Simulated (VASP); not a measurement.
# CsPbI2Br (P4/mmm) in VASP: notebook

The runs below take CsPbI2Br through single point, with r2SCAN.

Program: VASP 6.6.1. These are calculated values, not measurements. Logs are shortened: lines on timing, memory, paths and dates and some standing lists are left out, and cuts for length are marked.

## 1. The cell of the first run

It takes space group P4/mmm (No. 123, tetragonal). The conventional cell has a = 6.301 Å, b = 6.301 Å, c = 5.864 Å, α = 90.00°, β = 90.00°, γ = 90.00°. Within 5.6 Å of Cs (site symmetry 4/mmm) lie 8 I at 4.30 Å and 4 Br at 4.46 Å and 8 Pb at 5.33 Å. Pb (site symmetry 4/mmm) has 2 Br at 2.93 Å and 4 I at 3.15 Å within 3.9 Å. Within 4.1 Å of I (site symmetry mmm) lie 2 Pb at 3.15 Å. Within 3.9 Å of Br (site symmetry 4/mmm) lie 2 Pb at 2.93 Å.

## 2. Single point, r2SCAN (46.56 Å³/atom)

POSCAR reads:

```
CsPbI2Br
1.0
    6.3008198862      0.0000000000      0.0000000000
    0.0000000000      6.3008198862      0.0000000000
    0.0000000000      0.0000000000      5.8643972760
Cs Pb I Br
1 1 2 1
Direct
    0.5000000000      0.5000000000      0.5000000000
    0.0000000000      0.0000000000      0.0000000000
    0.0000000000      0.5000000000      0.0000000000
    0.5000000000      0.0000000000      0.0000000000
    0.0000000000      0.0000000000      0.5000000000
```

INCAR.step1 reads:

```
PREC = Accurate
ENCUT = 520
ISMEAR = 0
SIGMA = 0.01
LREAL = F
LASPH = T
NELM = 80
NBANDS = 30
GGA = PE
ALGO = Normal
EDIFF = 1E-4
LWAVE = T
LCHARG = F
```

INCAR.step2 reads:

```
PREC = Accurate
ENCUT = 520
EDIFF = 1E-7
ISMEAR = 0
SIGMA = 0.01
LREAL = F
LASPH = T
NELM = 80
ALGO = Normal
ISIF = 2
LWAVE = F
LCHARG = F
METAGGA = R2SCAN
LMIXTAU = T
NBANDS = 30
ISTART = 1
```

KPOINTS reads:

```
regular mesh
0
Gamma
  4 4 4
```

Potentials or basis: VASP PAW PBE potentials, release 64 (Cs_sv, Pb_d, I, Br).

On the command line:

```console
$ cat potpaw_PBE.64/Cs_sv/POTCAR potpaw_PBE.64/Pb_d/POTCAR potpaw_PBE.64/I/POTCAR potpaw_PBE.64/Br/POTCAR > POTCAR
$ cp INCAR.step1 INCAR
$ mpirun -np 1 vasp_std > vasp.out
$ cp INCAR.step2 INCAR
$ mpirun -np 1 vasp_std > vasp.out
```

OUTCAR:

```text
PREC = Accurate
   ENCUT = 520
   EDIFF = 1E-7
   ISMEAR = 0
   LREAL = F
   LASPH = T
   NELM = 80
   ISIF = 2
   METAGGA = R2SCAN
   ISTART = 1

 ion  position               nearest neighbor table
   1  0.500  0.500  0.500-
   2  0.000  0.000  0.000-   5 2.93   5 2.93   3 3.15   4 3.15   3 3.15   4 3.15
   3  0.000  0.500  0.000-   2 3.15   2 3.15
   4  0.500  0.000  0.000-   2 3.15   2 3.15
   5  0.000  0.000  0.500-   2 2.93   2 2.93

  LATTYP: Found a simple tetragonal cell.
 ALAT       =     6.3008198862
 C/A-ratio  =     0.9307355839

  Lattice vectors:

 A1 = (   6.3008198862,   0.0000000000,   0.0000000000)
 A2 = (   0.0000000000,   6.3008198862,   0.0000000000)
 A3 = (   0.0000000000,   0.0000000000,   5.8643972760)

Analysis of symmetry for initial positions (statically):
=====================================================================
 Subroutine PRICEL returns:
 Original cell was already a primitive cell.

 Routine SETGRP: Setting up the symmetry group for a
 simple tetragonal supercell.

 Subroutine GETGRP returns: Found 16 space group operations
 (whereof 16 operations were pure point group operations)
 out of a pool of 16 trial point group operations.

The static configuration has the point symmetry D_4h.

Analysis of symmetry for dynamics (positions and initial velocities):
=====================================================================
 Subroutine PRICEL returns:
 Original cell was already a primitive cell.

 Routine SETGRP: Setting up the symmetry group for a
 simple tetragonal supercell.

 Subroutine GETGRP returns: Found 16 space group operations
 (whereof 16 operations were pure point group operations)
 out of a pool of 16 trial point group operations.

The dynamic configuration has the point symmetry D_4h.

 Subroutine INISYM returns: Found 16 space group operations
 (whereof 16 operations are pure point group operations),
 and found     1 'primitive' translations

----------------------------------------------------------------------------------------

                                     Primitive cell

  volume of cell :     232.8185

  direct lattice vectors                    reciprocal lattice vectors
     6.300819886  0.000000000  0.000000000     0.158709504  0.000000000  0.000000000
     0.000000000  6.300819886  0.000000000     0.000000000  0.158709504  0.000000000
     0.000000000  0.000000000  5.864397276     0.000000000  0.000000000  0.170520508

  length of vectors
     6.300819886  6.300819886  5.864397276     0.158709504  0.158709504  0.170520508

  position of ions in fractional coordinates (direct lattice)
     0.500000000  0.500000000  0.500000000
     0.000000000  0.000000000  0.000000000
     0.000000000  0.500000000  0.000000000
     0.500000000  0.000000000  0.000000000
     0.000000000  0.000000000  0.500000000

  ion indices of the primitive-cell ions
   primitive index   ion index
                 1           1
                 2           2
                 3           3
                 4           4
                 5           5

----------------------------------------------------------------------------------------

 KPOINTS: regular mesh

Automatic generation of k-mesh.
 Grid dimensions read from file:
 generate k-points for:    4    4    4

 Generating k-lattice:

  Cartesian coordinates                     Fractional coordinates (reciprocal lattice)
     0.039677376  0.000000000  0.000000000     0.250000000  0.000000000  0.000000000
     0.000000000  0.039677376  0.000000000     0.000000000  0.250000000  0.000000000
     0.000000000  0.000000000  0.042630127     0.000000000  0.000000000  0.250000000

  Length of vectors
     0.039677376  0.039677376  0.042630127

  Shift w.r.t. Gamma in fractional coordinates (k-lattice)
     0.000000000  0.000000000  0.000000000

 Subroutine IBZKPT returns following result:
 ===========================================

 Found     18 irreducible k-points:

 Following reciprocal coordinates:
            Coordinates               Weight
  0.000000  0.000000  0.000000      1.000000
  0.250000  0.000000  0.000000      4.000000
  0.500000  0.000000  0.000000      2.000000
  0.250000  0.250000  0.000000      4.000000
  0.500000  0.250000  0.000000      4.000000
  0.500000  0.500000  0.000000      1.000000
[... 10 lines left out ...]
  0.500000  0.250000  0.500000      4.000000
  0.500000  0.500000  0.500000      1.000000
   k-points           NKPTS =     18   k-points in BZ     NKDIM =     18   number of bands    NBANDS=     30
   number of dos      NEDOS =    301   number of ions     NIONS =      5
   total plane-waves  NPLWV = 110592
   dimension x,y,z NGX =    48 NGY =   48 NGZ =   48
   dimension x,y,z NGXF=    96 NGYF=   96 NGZF=   96
   ions per type =               1   1   2   1
   NGX,Y,Z   is equivalent  to a cutoff of  12.66, 12.66, 13.61 a.u.
   NGXF,Y,Z  is equivalent  to a cutoff of  25.33, 25.33, 27.21 a.u.
 SYSTEM =  unknown system
   PREC   = accura    normal or accurate (medium, high low for compatibility)
   ISTART =      1    job   : 0-new  1-cont  2-samecut
   ICHARG =      0    charge: 1-file 2-atom 10-const
   ISPIN  =      1    spin polarized calculation?
   LNONCOLLINEAR =      F non collinear calculations
   LSORBIT =      F    spin-orbit coupling
   LASPH  =      T    aspherical Exc in radial PAW
   ENCUT  =  520.0 eV  38.22 Ry    6.18 a.u.  11.72 11.72 10.90*2*pi/ulx,y,z
   NELM   =     80;   NELMIN=  2; NELMDL=  0     # of ELM steps
   EDIFF  = 0.1E-06   stopping-criterion for ELM
   LREAL  =      F    real-space projection
   EDIFFG = 0.1E-05   stopping-criterion for IOM
   NSW    =      0    number of steps for IOM
   IBRION =     -1    ionic relax: 0-MD 1-quasi-New 2-CG
   NFREE  =      0    steps in history (QN), initial steepest desc. (CG)
   ISIF   =      2    stress and relaxation
   ISYM   =      2    0-nonsym 1-usesym 2-fastsym
   POTIM  = 0.5000    time-step for ionic-motion
   TEBEG  =    0.0;   TEEND  =   0.0 temperature during run
   PSTRESS=    0.0 pullay stress
   NELECT =      44.0000    total number of electrons
   NUPDOWN=      -1.0000    fix difference up-down
   EMIN   =  10.00;   EMAX   =-10.00  energy-range for DOS
   EFERMI =   0.00;   METHOD = LEGACY
   ISMEAR =     0;   SIGMA  =   0.01  broadening in eV -4-tet -1-fermi 0-gaus
   EFERMI_NEDOS =   21; number of points for ismear=-14 and -15
   IALGO  =     38    algorithm
   IMIX   =      4    mixing-type and parameters
     AMIX     =   0.40;   BMIX     =  1.00
     AMIX_MAG =   1.60;   BMIX_MAG =  1.00
  volume/ion in A,a.u.               =      46.56       314.23
  Fermi-wavevector in a.u.,A,eV,Ry     =   0.939478  1.775356 12.008756  0.882619
  Thomas-Fermi vector in A             =   2.066794
   LORBIT       =      0    0 simple, 1 ext, 2 COOP (PROOUT), +10 PAW based schemes
   METAGGA = R2SCAN    functional components
   LHFCALC =     F    Hartree Fock is set to
   AEXX    =    0.0000 exact exchange contribution
   IVDW    =     0    specifies the selected vdW correction
   LEPSILON=     F    determine dielectric tensor
   LRPA    =     F    only Hartree local field effects (RPA)
 non-spin polarized calculation
 Gauss-broadening in eV      SIGMA  =   0.01
  energy-cutoff  :      520.00
  volume of cell :      232.82
 maximum number of plane-waves:      6294
 NGX is ok and might be reduce to    48
   NGX = 23   NGY = 23   NGZ = 21

 number of electron      43.9999992 magnetization

 Free energy of the ion-electron system (eV)
  ---------------------------------------------------
  ext. energy  EPLUGINS =         0.00000000
  ---------------------------------------------------
  free energy    TOTEN  =      -149.97127074 eV

  energy without entropy =     -149.97127074  energy(sigma->0) =     -149.97127074

 E-fermi :   1.5243     XC(G=0):  -7.8538

 val. band max:        1.4788915666   @ k =   0.5000   0.5000   0.5000
 cond. band min:       3.1196219203   @ k =   0.5000   0.5000   0.5000
 fundamental gap:      1.6407303536
 Fermi energy:         1.5242934150

 k-point     1 :       0.0000    0.0000    0.0000
  band No.  band energies     occupation
      1     -20.6787      2.00000
      2     -15.9865      2.00000
      3     -15.9441      2.00000
      4     -15.8715      2.00000
      5     -15.8545      2.00000
      6     -15.8545      2.00000
[... 22 lines left out ...]
     29       7.5352      0.00000
     30       7.5352      0.00000

 k-point     2 :       0.2500    0.0000    0.0000
  band No.  band energies     occupation
      1     -20.6785      2.00000
      2     -15.9851      2.00000
      3     -15.9384      2.00000
      4     -15.8718      2.00000
      5     -15.8548      2.00000
      6     -15.8545      2.00000
[... 22 lines left out ...]
     29       6.8931      0.00000
     30       7.4969      0.00000

 k-point     3 :       0.5000    0.0000    0.0000
  band No.  band energies     occupation
      1     -20.6783      2.00000
      2     -15.9841      2.00000
      3     -15.9323      2.00000
      4     -15.8721      2.00000
      5     -15.8551      2.00000
      6     -15.8545      2.00000
[... 22 lines left out ...]
     29       7.1450      0.00000
     30       7.7788      0.00000

 k-point     4 :       0.2500    0.2500    0.0000
  band No.  band energies     occupation
      1     -20.6783      2.00000
      2     -15.9835      2.00000
      3     -15.9329      2.00000
      4     -15.8721      2.00000
      5     -15.8548      2.00000
      6     -15.8548      2.00000
[... 22 lines left out ...]
     29       7.2515      0.00000
     30       7.3245      0.00000

 k-point     5 :       0.5000    0.2500    0.0000
  band No.  band energies     occupation
      1     -20.6781      2.00000
      2     -15.9821      2.00000
      3     -15.9271      2.00000
      4     -15.8724      2.00000
      5     -15.8551      2.00000
      6     -15.8548      2.00000
[... 22 lines left out ...]
     29       7.3951      0.00000
     30       7.6991      0.00000
[... 328 lines left out ...]
     29       7.7079      0.00000
     30       8.0382      0.00000

 k-point    16 :       0.2500    0.2500    0.5000
  band No.  band energies     occupation
      1     -20.6774      2.00000
      2     -15.9329      2.00000
      3     -15.9122      2.00000
      4     -15.8721      2.00000
      5     -15.8559      2.00000
      6     -15.8558      2.00000
[... 22 lines left out ...]
     29       7.5656      0.00000
     30       7.5895      0.00000

 k-point    17 :       0.5000    0.2500    0.5000
  band No.  band energies     occupation
      1     -20.6773      2.00000
      2     -15.9279      2.00000
      3     -15.9096      2.00000
      4     -15.8724      2.00000
      5     -15.8562      2.00000
      6     -15.8558      2.00000
[... 22 lines left out ...]
     29       7.1194      0.00000
     30       7.6921      0.00000

 k-point    18 :       0.5000    0.5000    0.5000
  band No.  band energies     occupation
      1     -20.6771      2.00000
      2     -15.9215      2.00000
      3     -15.9083      2.00000
      4     -15.8728      2.00000
      5     -15.8562      2.00000
      6     -15.8562      2.00000
[... 22 lines left out ...]
     29       6.8820      0.00000
     30       7.8245      0.00000

------------------------ aborting loop because EDIFF is reached ----------------------------------------

  FORCE on cell =-STRESS in cart. coord.  units (eV):
  Direction    XX          YY          ZZ          XY          YZ          ZX
  --------------------------------------------------------------------------------------
  -------------------------------------------------------------------------------------
  Total        0.8418363      0.8418363      0.9572284      0.0000000      0.0000000      0.0000000
  in kB        5.7932290      5.7932290      6.5873181      0.0000000      0.0000000      0.0000000
  external PRESSURE =       6.0579254 kB  Pullay stress =       0.0000000 kB

 VOLUME and BASIS-vectors are now :
 -----------------------------------------------------------------------------
  energy-cutoff  :      520.00
  volume of cell :      232.82
      direct lattice vectors                 reciprocal lattice vectors
     6.300819886  0.000000000  0.000000000     0.158709504  0.000000000  0.000000000
     0.000000000  6.300819886  0.000000000     0.000000000  0.158709504  0.000000000
     0.000000000  0.000000000  5.864397276     0.000000000  0.000000000  0.170520508

 POSITION                                       TOTAL-FORCE (eV/Angst)
 -----------------------------------------------------------------------------------
      3.15041      3.15041      2.93220         0.000000      0.000000      0.000000
      0.00000      0.00000      0.00000         0.000000      0.000000      0.000000
      0.00000      3.15041      0.00000         0.000000      0.000000      0.000000
      3.15041      0.00000      0.00000         0.000000      0.000000      0.000000
      0.00000      0.00000      2.93220         0.000000      0.000000      0.000000
 -----------------------------------------------------------------------------------
    total drift:                                0.000000     -0.000000      0.000000

  FREE ENERGIE OF THE ION-ELECTRON SYSTEM (eV)
  ---------------------------------------------------
  free  energy   TOTEN  =      -149.9712707376 eV

  energy  without entropy=     -149.9712707376  energy(sigma->0) =     -149.97127074
```

Run time: 5.3 min. Hardware: 1 thread of Intel Xeon Platinum 8559C (Emerald Rapids), shared host; peak memory 0.44 GiB.

Results:

```
Free energy            : -149.9713 eV
Pressure               : 0.6 GPa
Band gap on the k mesh : 1.64 eV
```

Caveat: the PAW data sets were made with another functional, which shifts forces and pressure a little; spin-orbit coupling is left out, which moves the levels of the heavy elements. A k mesh can miss the band edges.

## 3. Single point, r2SCAN

This run uses another cell than the first one, of 48.00 Å³/atom.

Edit POSCAR of step 2 so:

```diff
@@ -2,5 +2,5 @@
 1.0
-    6.3008198862      0.0000000000      0.0000000000
-    0.0000000000      6.3008198862      0.0000000000
-    0.0000000000      0.0000000000      5.8643972760
+    6.3651184076      0.0000000000      0.0000000000
+    0.0000000000      6.3651184076      0.0000000000
+    0.0000000000      0.0000000000      5.9242421979
 Cs Pb I Br
```

INCAR.step1 reads:

```
PREC = Accurate
ENCUT = 520
ISMEAR = 0
SIGMA = 0.01
LREAL = False
LASPH = True
NELM = 60
NBANDS = 30
GGA = PE
ALGO = Normal
EDIFF = 1E-4
LWAVE = True
LCHARG = False
```

INCAR.step2 reads:

```
PREC = Accurate
ENCUT = 520
EDIFF = 1E-7
ISMEAR = 0
SIGMA = 0.01
LREAL = False
LASPH = True
NELM = 60
ALGO = Normal
ISIF = 2
LWAVE = False
LCHARG = False
METAGGA = R2SCAN
LMIXTAU = True
NBANDS = 30
ISTART = 1
```

KPOINTS reads:

```
Automatic mesh
0
Gamma
  4 4 4
```

Potentials or basis: VASP PAW PBE potentials, release 64 (Cs_sv, Pb_d, I, Br).

On the command line:

```console
$ cat potpaw_PBE.64/Cs_sv/POTCAR potpaw_PBE.64/Pb_d/POTCAR potpaw_PBE.64/I/POTCAR potpaw_PBE.64/Br/POTCAR > POTCAR
$ cp INCAR.step1 INCAR
$ mpirun -np 1 vasp_std > vasp.out
$ cp INCAR.step2 INCAR
$ mpirun -np 1 vasp_std > vasp.out
```

Wall time 4.6 min (1 thread of Intel Xeon Platinum 8559C (Emerald Rapids), shared host); peak memory 0.45 GiB.

Results (log left out):

* Free energy: -149.9857 eV
* Pressure: 0.0 GPa
* Band gap on the k mesh: 1.75 eV

Levels at points of the mesh, in eV from the valence-band top:
```csv
k point,band 20,band 21,band 22,band 23,band 24,band 25
"(0.00, 0.00, 0.00)",-1.47,-1.44,-1.44,3.60,4.31,4.78
"(0.50, 0.00, 0.00)",-1.64,-1.54,-1.05,2.53,4.89,5.31
"(0.50, 0.50, 0.00)",-1.59,-1.04,-0.56,2.19,2.19,5.19
"(0.00, 0.00, 0.50)",-1.53,-1.53,-1.28,2.91,5.26,5.37
"(0.50, 0.00, 0.50)",-1.81,-1.20,-0.55,2.16,2.49,5.19
"(0.50, 0.50, 0.50)",-1.17,-1.01,0.00,1.75,1.75,1.99
```

Caveat: the PAW data sets were made with another functional, which shifts forces and pressure a little; spin-orbit coupling is left out, which moves the levels of the heavy elements. A k mesh can miss the band edges.
